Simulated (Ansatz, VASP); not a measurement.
InP: VASP beside Ansatz

```xyz
2
Lattice="0.0000 3.0095 3.0095 3.0095 0.0000 3.0095 3.0095 3.0095 0.0000" Properties=species:S:1:pos:R:3 pbc="T T T"
In    0.0000    0.0000    0.0000
P     1.5048    1.5048    1.5048
```

Alike in both runs: task single point; functional PBE; k mesh 10 × 10 × 10; occupations gaussian, width 0.02 eV; no spin polarisation.

```csv
,VASP,Ansatz
version,VASP 6.6.1,Ansatz 0.2.0
potentials or method,"VASP PAW PBE potentials, release 64 (In_d, P), cutoff 520 eV","scalar-relativistic, plane waves, PAW"
valence electrons in the cell,18,18
```

|  | VASP | Ansatz | Ansatz less VASP |
| --- | --- | --- | --- |
| gap on the k mesh at the Fermi level (eV) | 0.28 | 0.28 | +0.003 |
| least direct gap on the mesh (eV) | 0.28 | 0.28 | +0.003 |
| pressure (GPa) | -1.7 | -1.7 | +0.04 |
